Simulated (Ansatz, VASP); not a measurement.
NaF: VASP beside Ansatz

Contents of INCAR:

```
SYSTEM = NaF
ALGO     = Normal         ! electronic algorithm
EDIFF    = 1E-8           ! SCF threshold, eV
ENCUT    = 520            ! plane-wave cutoff, eV
ISIF     = 2              ! what is computed and relaxed
ISMEAR   = -1             ! smearing method
LASPH    = .TRUE.         ! aspherical terms in the spheres
LCHARG   = .FALSE.        ! write CHGCAR
LEFG     = .TRUE.       
LREAL    = .FALSE.        ! projectors in reciprocal space
LWAVE    = .FALSE.        ! write WAVECAR
NBANDS   = 14             ! bands
NELM     = 60             ! most SCF steps
PREC     = Accurate       ! precision mode
SIGMA    = 0.03           ! smearing width, eV
```

Contents of KPOINTS:

```
k-points
0
G
  10 10 10
  0 0 0
```

Contents of POSCAR:

```
NaF
1.0
    0.0000000000      2.3010331459      2.3010331459
    2.3010331459      0.0000000000      2.3010331459
    2.3010331459      2.3010331459      0.0000000000
Na F
1 1
Direct
    0.0000000000      0.0000000000      0.0000000000
    0.5000000000      0.5000000000      0.5000000000
```

Input for Ansatz:

```yaml
crystal:
  lattice:
    - [0.0, 2.3010331459, 2.3010331459]
    - [2.3010331459, 0.0, 2.3010331459]
    - [2.3010331459, 2.3010331459, 0.0]
  atoms:
    - { symbol: Na, position: [0.0, 0.0, 0.0] }
    - { symbol: F, position: [0.5, 0.5, 0.5] }
kpoints:
  mp_grid: { grid: [10, 10, 10] }
scf:
  occupations: { method: fermi_dirac, width: 0.03 }
hamiltonian:
  xc: lda
  pseudopotentials: { kind: paw }
output:
  forces: true
  stress: true
  eigenvalues: true
  efg: { contact_densities: true }
```

Change from the starting cell: volume scaled by 1.02, PAW files.

Alike in both runs: task electric field gradients; functional LDA; k mesh 10 × 10 × 10; occupations fermi-dirac, width 0.03 eV; no spin polarisation.

|  | VASP | Ansatz |
| --- | --- | --- |
| version | VASP 6.6.1 | Ansatz 0.2.0 |
| potentials or method | VASP PAW LDA potentials, release 64 (Na_pv, F) | PAW with Ansatz's default frozen-core files, scalar-relativistic |
| plane-wave cutoff (eV) | 520 | 420 |
| valence electrons in the cell | 14 | 16 |

Ansatz gave:

| Quantity | Value |
| --- | --- |
| gap on the k mesh at the Fermi level (eV) | 6.09 |
| pressure (GPa) | -3.4 |

Q: Which values does VASP return?

A: gap on the k mesh at the Fermi level (eV): 6.07; pressure (GPa): -3.5.

LDA's correlation is that of Perdew and Zunger in VASP and of Perdew and Wang (1992) in Ansatz. VASP's potentials hold 14 valence electrons a cell and Ansatz's 16, so a difference there can come from the potentials and not from the codes.
